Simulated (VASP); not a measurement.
Wanted: the native input for a VASP 6.6.1 run.

| Item | Value |
| --- | --- |
| Task | single point |
| Functional | PBE |
| Potentials or basis | VASP PAW PBE potentials, release 64 (Ca_sv, Zn, In_d, C, N) |
| Cutoff | 600 eV |
| k mesh | 4 × 4 × 4 |
| Occupations | gaussian, width 0.1 eV |
| Spin | collinear spin, ferromagnetic start |
| Starting moments | [0.0, 0.0, 0.0, 1.0, 1.0, 1.0, 1.0, 1.0, 1.0, 1.0, 1.0, 1.0, 1.0, 1.0, 1.0] μB |
| Dipole correction | no |
| Further INCAR settings | ALGO = Normal; EDIFF = 1e-06; NBANDS = 62 |

The structure of CaZnInC6N6 lies in POSCAR:

```
CaZnInC6N6
1.0
    0.0000000000      5.1785000000      5.1785000000
    5.1785000000      0.0000000000      5.1785000000
    5.1785000000      5.1785000000      0.0000000000
Ca Zn In C N
1 1 1 6 6
Direct
    0.7500000000      0.7500000000      0.7500000000
    0.5000000000      0.5000000000      0.5000000000
    0.0000000000      0.0000000000      0.0000000000
    0.8067973400      0.1932026600      0.1932026600
    0.1932026600      0.1932026600      0.8067973400
    0.8067973400      0.1932026600      0.8067973400
    0.1932026600      0.8067973400      0.8067973400
    0.8067973400      0.8067973400      0.1932026600
    0.1932026600      0.8067973400      0.1932026600
    0.6938302600      0.3061697400      0.3061697400
    0.3061697400      0.3061697400      0.6938302600
    0.6938302600      0.3061697400      0.6938302600
    0.3061697400      0.6938302600      0.6938302600
    0.6938302600      0.6938302600      0.3061697400
    0.3061697400      0.6938302600      0.3061697400
```

One way to write it, as run:

INCAR

```
SYSTEM = CaZnInC6N6
  ALGO = Normal
  EDIFF = 1E-6
  ENCUT = 600
  GGA = PE
  GGA_COMPAT = .FALSE.
  ISIF = 2
  ISMEAR = 0
  ISPIN = 2
  LASPH = .TRUE.
  LCHARG = .TRUE.
  LELF = .TRUE.
  LORBIT = 11
  LREAL = .FALSE.
  LVHAR = .TRUE.
  LWAVE = .FALSE.
  MAGMOM = 0 0 0 1 1 1 1 1 1 1 1 1 1 1 1
  NBANDS = 62
  NELM = 200
  PREC = Accurate
  SIGMA = 0.1
```

KPOINTS

```
k-points
0
G
  4 4 4
  0 0 0
```

Potentials or basis: VASP PAW PBE potentials, release 64 (Ca_sv, Zn, In_d, C, N).

Launch:

```sh
$ cat potpaw_PBE.64/Ca_sv/POTCAR potpaw_PBE.64/Zn/POTCAR potpaw_PBE.64/In_d/POTCAR potpaw_PBE.64/C/POTCAR potpaw_PBE.64/N/POTCAR > POTCAR
$ mpirun -np 1 vasp_std > vasp.out
```

Results of the run:

- Pressure: 17.0 GPa
- Largest force: 5.474 eV/Å
- Net moment: 0.70 μB per cell
- Site moments: Ca +0.12; Zn +0.00; In +0.01; C -0.00; N +0.01 μB
- Valence electrons inside the program's atomic spheres: Ca 7.96; Zn 10.98; In 12.52; C 2.66; N 3.88

Caveat: the cell stands under pressure; a moment this small can come from the mesh or the smearing; forces of over 1 eV/Å act on the atoms, so gaps and moduli don't describe the material at rest.

It took 12 min on 1 thread of Intel Xeon 8259CL (shared host), peak memory 0.83 GiB.
